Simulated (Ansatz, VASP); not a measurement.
# Two plane-wave programs on Ir

```
CELL_PARAMETERS angstrom
2.75138 0.00000 0.00000
-1.37569 2.38276 0.00000
0.00000 0.00000 4.46229
ATOMIC_POSITIONS crystal
Ir 0.66667 0.33333 0.75000
Ir 0.33333 0.66667 0.25000
```

Alike in both runs: task single point; functional r2SCAN; k mesh 14 × 14 × 8; occupations fermi-dirac, width 0.08 eV; no spin polarisation.

|  | VASP | Ansatz |
| --- | --- | --- |
| version | VASP 6.6.1 | Ansatz 0.2.0 |
| potentials or method | VASP PAW PBE potentials, release 64 (Ir_sv_GW) | PAW with Ansatz's default frozen-core files, scalar-relativistic |
| plane-wave cutoff (eV) | 620 | 500 |
| valence electrons in the cell | 34 | 34 |

```tsv
	VASP	Ansatz	Ansatz less VASP
pressure (GPa)	-11.2	-8.6	+2.64
traceless stress, the component that is largest in VASP (GPa)	-0.51	-0.48	+0.025
```

VASP's potentials were made for PBE, not for r2SCAN. With one functional, cell and mesh, what is left measures potentials, basis and numerics.

Spin-orbit coupling is off throughout.
